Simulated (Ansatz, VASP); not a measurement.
**Tl: VASP beside Ansatz**

```
CELL_PARAMETERS angstrom
3.25101 0.00000 0.00000
0.00000 3.25101 0.00000
0.00000 0.00000 3.25101
ATOMIC_POSITIONS crystal
Tl 0.00000 0.00000 0.00000
```

Alike in both runs: functional PBE; k mesh 13 × 13 × 13; occupations fermi-dirac, width 0.08 eV; no spin polarisation.

Ansatz relaxed the structure, and its values are those at the end. VASP's run is a single point on that final structure, the one shown.

```csv
,VASP,Ansatz
version,VASP 6.6.1,Ansatz 0.2.0
potentials or method,"VASP PAW PBE potentials, release 64 (Tl_d)","PAW with Ansatz's default frozen-core files, scalar-relativistic"
plane-wave cutoff (eV),520,420
valence electrons in the cell,13,13
```

|  | VASP | Ansatz | Ansatz less VASP |
| --- | --- | --- | --- |
| pressure (GPa) | 0.0 | 0.0 | +0.05 |

Neither program's run includes spin-orbit coupling.
